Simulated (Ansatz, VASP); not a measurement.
## One calculation of SnTe, two programs

INCAR

```
SYSTEM = SnTe
ALGO = Normal
EDIFF = 1E-6
ENCUT = 500
GGA = PS
GGA_COMPAT = .FALSE.
ISIF = 2
ISMEAR = -1
LASPH = .TRUE.
LCHARG = .FALSE.
LREAL = .FALSE.
LWAVE = .FALSE.
NBANDS = 17
NELM = 120
PREC = Accurate
SIGMA = 0.02
```

The input KPOINTS:

```
k-points
0
G
  6 6 6
  0 0 0
```

POSCAR

```
SnTe
1.0
    0.0000000000      3.1893303407      3.1893303407
    3.1893303407      0.0000000000      3.1893303407
    3.1893303407      3.1893303407      0.0000000000
Sn Te
1 1
Direct
    0.0000000000      0.0000000000      0.0000000000
    0.5000000000      0.5000000000      0.5000000000
```

Input for Ansatz:

```yaml
crystal:
  lattice:
    - [0.0, 3.1893303407, 3.1893303407]
    - [3.1893303407, 0.0, 3.1893303407]
    - [3.1893303407, 3.1893303407, 0.0]
  atoms:
    - { symbol: Sn, position: [0.0, 0.0, 0.0] }
    - { symbol: Te, position: [0.5, 0.5, 0.5] }
kpoints:
  mp_grid: { grid: [6, 6, 6] }
hamiltonian:
  xc: pbesol
scf:
  occupations: { method: fermi_dirac, width: 0.02 }
  n_extra_bands: 4
  mixing: { ndim: 30 }
  max_iter: 82
output:
  forces: true
  stress: true
  eigenvalues: true
```

Alike in both runs: task single point; functional PBEsol; k mesh 6 × 6 × 6; occupations fermi-dirac, width 0.02 eV; no spin polarisation.

|  | VASP | Ansatz |
| --- | --- | --- |
| version | VASP 6.6.1 | Ansatz 0.2.0 |
| potentials or method | VASP PAW PBE potentials, release 64 (Sn_d, Te) | plane waves |
| plane-wave cutoff (eV) | 500 | 420 |
| valence electrons in the cell | 20 | 30 |

|  | VASP | Ansatz | Ansatz less VASP |
| --- | --- | --- | --- |
| pressure (GPa) | -1.9 | -1.9 | +0.02 |

VASP's potentials were made for PBE, not for PBEsol. With one functional, cell and mesh, what is left measures potentials, basis and numerics. VASP's potentials hold 20 valence electrons a cell and Ansatz's 30, so a difference there can come from the potentials and not from the codes.

Neither program's run includes spin-orbit coupling.
